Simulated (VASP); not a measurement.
# Si (P-1) in VASP: vibrations by perturbation theory with PBE

Aim: the vibrations by perturbation theory of Si with PBE.

Everything below comes from runs of VASP 6.6.1. Logs are shortened: lines on timing, memory, paths and dates and some standing lists are left out, and cuts for length are marked.

## 1. The cell of the first run

The typed cell holds 2 atoms: a = 3.840 Å, b = 3.840 Å, c = 3.840 Å, α = 60.00°, β = 60.00°, γ = 60.00°.

## 2. Vibrations by perturbation theory, PBE

Input file INCAR:

```
SYSTEM = Si
PREC = Accurate
ENCUT = 500
EDIFF = 1E-8
ISMEAR = -1
SIGMA = 0.05
LREAL = .FALSE.
LASPH = .TRUE.
NELM = 120
ALGO = Normal
ISIF = 2
LWAVE = .FALSE.
LCHARG = .FALSE.
GGA = PE
NBANDS = 11
IBRION = 8
NSW = 1
GGA_COMPAT = .FALSE.
```

Input file KPOINTS:

```
Automatic mesh
0
G
  4 4 4
  0 0 0
```

Input file POSCAR:

```
Si
1.0
    0.0000000000      2.7155000000      2.7155000000
    2.7155000000      0.0000000000      2.7155000000
    2.7155000000      2.7155000000      0.0000000000
Si
2
Direct
    0.0000000000      0.0000000000      0.0000000000
    0.2500000000      0.2550000000      0.2600000000
```

Potentials or basis: VASP PAW PBE potentials, release 64 (Si).

The run is started by

```console
> cat potpaw_PBE.64/Si/POTCAR > POTCAR
> mpirun -np 1 vasp_std > vasp.out
```

OUTCAR:

```text
SYSTEM = Si
   PREC = Accurate
   ENCUT = 500
   EDIFF = 1E-8
   ISMEAR = -1
   LREAL = .FALSE.
   LASPH = .TRUE.
   NELM = 120
   ISIF = 2
   GGA = PE
   IBRION = 8
   NSW = 1

 ion  position               nearest neighbor table
   1  0.000  0.000  0.000-   2 2.32   2 2.34   2 2.35   2 2.40
   2  0.250  0.255  0.260-   1 2.32   1 2.34   1 2.35   1 2.40

  LATTYP: Found a face centered cubic cell.
 ALAT       =     5.4310000000

  Lattice vectors:

 A1 = (   0.0000000000,   2.7155000000,   2.7155000000)
 A2 = (   2.7155000000,   0.0000000000,   2.7155000000)
 A3 = (   2.7155000000,   2.7155000000,   0.0000000000)

Analysis of symmetry for initial positions (statically):
=====================================================================
 Subroutine PRICEL returns:
 Original cell was already a primitive cell.

 Routine SETGRP: Setting up the symmetry group for a
 face centered cubic supercell.

 Subroutine GETGRP returns: Found  2 space group operations
 (whereof  1 operations were pure point group operations)
 out of a pool of 48 trial point group operations.

The static configuration has the point symmetry C_1 .
 The point group associated with its full space group is S_2 .

Analysis of symmetry for dynamics (positions and initial velocities):
=====================================================================
 Subroutine PRICEL returns:
 Original cell was already a primitive cell.

 Routine SETGRP: Setting up the symmetry group for a
 face centered cubic supercell.

 Subroutine GETGRP returns: Found  2 space group operations
 (whereof  1 operations were pure point group operations)
 out of a pool of 48 trial point group operations.

The dynamic configuration has the point symmetry C_1 .
 The point group associated with its full space group is S_2 .

 Subroutine INISYM returns: Found  2 space group operations
 (whereof  1 operations are pure point group operations),
 and found     1 'primitive' translations

----------------------------------------------------------------------------------------

                                     Primitive cell

  volume of cell :      40.0479

  direct lattice vectors                    reciprocal lattice vectors
     0.000000000  2.715500000  2.715500000    -0.184128153  0.184128153  0.184128153
     2.715500000  0.000000000  2.715500000     0.184128153 -0.184128153  0.184128153
     2.715500000  2.715500000  0.000000000     0.184128153  0.184128153 -0.184128153

  length of vectors
     3.840296929  3.840296929  3.840296929     0.318919316  0.318919316  0.318919316

  position of ions in fractional coordinates (direct lattice)
     0.000000000  0.000000000  0.000000000
     0.250000000  0.255000000  0.260000000

  ion indices of the primitive-cell ions
   primitive index   ion index
                 1           1
                 2           2

----------------------------------------------------------------------------------------

 KPOINTS: Automatic mesh

Automatic generation of k-mesh.
 Grid dimensions read from file:
 generate k-points for:    4    4    4

 Generating k-lattice:

  Cartesian coordinates                     Fractional coordinates (reciprocal lattice)
    -0.046032038  0.046032038  0.046032038     0.250000000  0.000000000  0.000000000
[... 104 lines left out ...]
  free energy    TOTEN  =       -10.63952511 eV

  energy without entropy =      -10.63877726  energy(sigma->0) =      -10.63915118

 E-fermi :   6.2829     XC(G=0):  -9.3826

 val. band max:        6.1381838810   @ k =   0.0000   0.0000   0.0000
 cond. band min:       6.4625820669   @ k =   0.0000   0.5000   0.5000
 fundamental gap:      0.3243981860
 Fermi energy:         6.2829394377

 k-point     1 :       0.0000    0.0000    0.0000
  band No.  band energies     occupation
      1      -6.1001      2.00000
      2       5.6599      1.99999
      3       5.8114      1.99984
      4       6.1382      1.89521
      5       8.2577      0.00000
      6       8.4401      0.00000
      7       8.5349      0.00000
      8       9.2392      0.00000
      9      13.5649      0.00000
     10      13.5732      0.00000
     11      13.8172      0.00000
[... 309 lines left out ...]
 k-point    24 :       0.5000    0.0000    0.2500
  band No.  band energies     occupation
      1      -3.3854      2.00000
      2      -0.4951      2.00000
      3       2.2378      2.00000
      4       3.7241      2.00000
      5       7.4365      0.00000
      6      10.2211      0.00000
      7      11.5740      0.00000
      8      11.7435      0.00000
      9      16.1141      0.00000
     10      16.4347      0.00000
     11      18.0888      0.00000

 [... further k-points ...]

------------------------ aborting loop because EDIFF is reached ----------------------------------------

  FORCE on cell =-STRESS in cart. coord.  units (eV):
  Direction    XX          YY          ZZ          XY          YZ          ZX
  --------------------------------------------------------------------------------------
  -------------------------------------------------------------------------------------
  Total        0.6455380      0.6616982      0.6710815     -0.1074884     -0.3898082     -0.2523930
  in kB       25.8257525     26.4722669     26.8476576     -4.3002421    -15.5948829    -10.0973754
  external PRESSURE =      26.3818923 kB  Pullay stress =       0.0000000 kB

 VOLUME and BASIS-vectors are now :
 -----------------------------------------------------------------------------
  energy-cutoff  :      500.00
  volume of cell :       40.05
      direct lattice vectors                 reciprocal lattice vectors
     0.000000000  2.715500000  2.715500000    -0.184128153  0.184128153  0.184128153
     2.715500000  0.000000000  2.715500000     0.184128153 -0.184128153  0.184128153
     2.715500000  2.715500000  0.000000000     0.184128153  0.184128153 -0.184128153

 POSITION                                       TOTAL-FORCE (eV/Angst)
 -----------------------------------------------------------------------------------
      0.00000      0.00000      0.00000         0.551325      0.356603      0.146573
      1.39848      1.38490      1.37133        -0.551325     -0.356603     -0.146573
 -----------------------------------------------------------------------------------
    total drift:                                0.000000      0.000000     -0.000000

  FREE ENERGIE OF THE ION-ELECTRON SYSTEM (eV)
  ---------------------------------------------------
  free  energy   TOTEN  =       -10.6395251091 eV

  energy  without entropy=      -10.6387772603  energy(sigma->0) =      -10.63915118

[... ionic steps 2 to 3 ...]

--------------------------------------- Ionic step        4  -------------------------------------------

------------------------ aborting loop because EDIFF is reached ----------------------------------------

--------------------------------------- Ionic step        5  -------------------------------------------

------------------------ aborting loop because EDIFF is reached ----------------------------------------

--------------------------------------- Ionic step        6  -------------------------------------------

 Free energy of the ion-electron system (eV)
  ---------------------------------------------------
  ---------------------------------------------------
  free energy    TOTEN  =        -0.01755046 eV

  energy without entropy =       -0.01755678

------------------------ aborting loop because EDIFF is reached ----------------------------------------

 INTERNAL STRAIN TENSOR  FOR ION    1  DIRECTION 3   (eV/Angst):
 -----------------------------------------------------------------------------
    -0.17538  9.59350 -0.84396
     9.49236 -0.23778 -0.57894
    -0.76399 -0.29095  0.18568

 INTERNAL STRAIN TENSOR FOR ION    2 for displacements in x,y,z  (eV/Angst):
          X           Y           Z          XY          YZ          ZX
  --------------------------------------------------------------------------------
  x    -0.45359     1.03057     1.04895     0.63652    -9.79439     0.08790
  y     0.60114    -0.27583     0.67077     0.68484     0.22705    -9.52046
  z     0.17538     0.23778    -0.18568    -9.49236     0.29095     0.84396

 SECOND DERIVATIVES (NOT SYMMETRIZED)
 ------------------------------------
               1X          1Y          1Z          2X          2Y          2Z
  1X   -13.537067    0.682778    1.163781   13.537067   -0.682778   -1.163781
  1Y     0.681716  -13.758999    1.644089   -0.681716   13.758999   -1.644089
  1Z     1.162516    1.643630  -13.886612   -1.162516   -1.643630   13.886612
  2X    13.537067   -0.682778   -1.163781  -13.537067    0.682778    1.163781
  2Y    -0.681716   13.758999   -1.644089    0.681716  -13.758999    1.644089
  2Z    -1.162516   -1.643630   13.886612    1.162516    1.643630  -13.886612

 Eigenvectors and eigenvalues of the dynamical matrix
 ----------------------------------------------------

   1 f  =   16.454069 THz   103.383965 2PiTHz  548.848666 cm-1    68.048531 meV
             X         Y         Z           dx          dy          dz
      0.000000  0.000000  0.000000    -0.164586   -0.429143    0.537352
      1.398483  1.384905  1.371328     0.164586    0.429143   -0.537352
[... 11 lines left out ...]
   4 f  =    0.000000 THz     0.000001 2PiTHz    0.000004 cm-1     0.000001 meV
             X         Y         Z           dx          dy          dz
      0.000000  0.000000  0.000000     0.075149    0.676761   -0.190648
      1.398483  1.384905  1.371328     0.075149    0.676761   -0.190648

   5 f/i=    0.000000 THz     0.000000 2PiTHz    0.000002 cm-1     0.000000 meV
             X         Y         Z           dx          dy          dz
      0.000000  0.000000  0.000000     0.692059   -0.037349    0.140213
      1.398483  1.384905  1.371328     0.692059   -0.037349    0.140213

   6 f/i=    0.000000 THz     0.000002 2PiTHz    0.000008 cm-1     0.000001 meV
             X         Y         Z           dx          dy          dz
      0.000000  0.000000  0.000000    -0.124126    0.201492    0.666328
      1.398483  1.384905  1.371328    -0.124126    0.201492    0.666328

--------------------------------------------------------------------------------------------------------

 ELASTIC MODULI CONTR FROM IONIC RELAXATION (kBar)
 Direction    XX          YY          ZZ          XY          YZ          ZX
 --------------------------------------------------------------------------------
 XX          -1.7105      1.5758      0.1899      5.3791    -12.3223     16.3603
 YY           1.5758     -3.5476     -2.7174      6.7545     30.1702     -6.1887
 ZZ           0.1899     -2.7174     -4.7783     -3.6448     30.9149     19.7947
 XY           5.3791      6.7545     -3.6448   -260.2575      2.9011     10.6592
 YZ         -12.3223     30.1702     30.9149      2.9011   -284.7163     -5.4156
 ZX          16.3603     -6.1887     19.7947     10.6592     -5.4156   -264.3042
 --------------------------------------------------------------------------------
```

Wall time 80 s (1 thread of Intel Xeon Platinum 8259CL at 2.50GHz (Skylake/Cascade Lake), shared host); peak memory 0.17 GiB.

What came out:

| Property | Result |
| --- | --- |
| Highest phonon frequency at Γ | 549 cm⁻¹ |

Phonon frequencies in cm⁻¹ (negative: imaginary):
| q point | frequencies |
| --- | --- |
| (0.000, 0.000, 0.000) | 0 0 0 470 525 549 |

Caveat: the k points lie up to 0.50 Å⁻¹ apart; the cell stands under pressure or tension, which shifts response properties.
